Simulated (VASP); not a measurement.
Write the native input for VASP 6.6.1 that does the following.

| Property | Result |
| --- | --- |
| Task | single point |
| Functional | LDA |
| Potentials or basis | VASP PAW LDA potentials, release 64 (Mg_sv, O) |
| Cutoff | 750 eV |
| k mesh | 10 × 10 × 10 |
| Occupations | gaussian, width 0.05 eV |
| Spin | no spin polarisation |
| Dipole correction | no |
| Mended | yes |
| Further INCAR settings | ALGO = Normal; EDIFF = 1e-06; NBANDS = 15 |

The structure of MgO lies in POSCAR:

```
MgO
1.0
    0.0000000000      2.1351500000      2.1351500000
    2.1351500000      0.0000000000      2.1351500000
    2.1351500000      2.1351500000      0.0000000000
Mg O
1 1
Direct
    0.0000000000      0.0000000000      0.0000000000
    0.5058543896      0.5058543896      0.4941456104
```

This cell differs from its parent crystal: all O atoms moved +0.025 Å, as atom 2 along Cartesian [0 0 1].

These files were run (other wordings do the same):

INCAR

```
PREC = Accurate
ENCUT = 750
EDIFF = 1E-6
ISMEAR = 0
SIGMA = 0.05
LREAL = F
LASPH = T
NELM = 120
ALGO = Normal
ISIF = 2
LWAVE = F
LCHARG = T
GGA = CA
LELF = T
LVHAR = T
NBANDS = 15
GGA_COMPAT = F
```

KPOINTS

```
regular mesh
0
Gamma
  10 10 10
```

Potentials or basis: VASP PAW LDA potentials, release 64 (Mg_sv, O).

Command:

```sh
$ cat potpaw_LDA.64/Mg_sv/POTCAR potpaw_LDA.64/O/POTCAR > POTCAR
$ mpirun -np 1 vasp_std > vasp.out
```

It gave:

```
Pressure               : -11.7 GPa
Largest force          : 0.103 eV/Å
Band gap on the k mesh : 4.28 eV
```

Caveat: the cell differs from its parent crystal (all O atoms moved +0.025 Å, as atom 2 along Cartesian [0 0 1]); the cell stands under tension.

Wall time 40 s on 1 thread of Intel(R) Xeon(R) Platinum 8488C (Sapphire Rapids), on a shared host, peak memory 0.17 GiB.
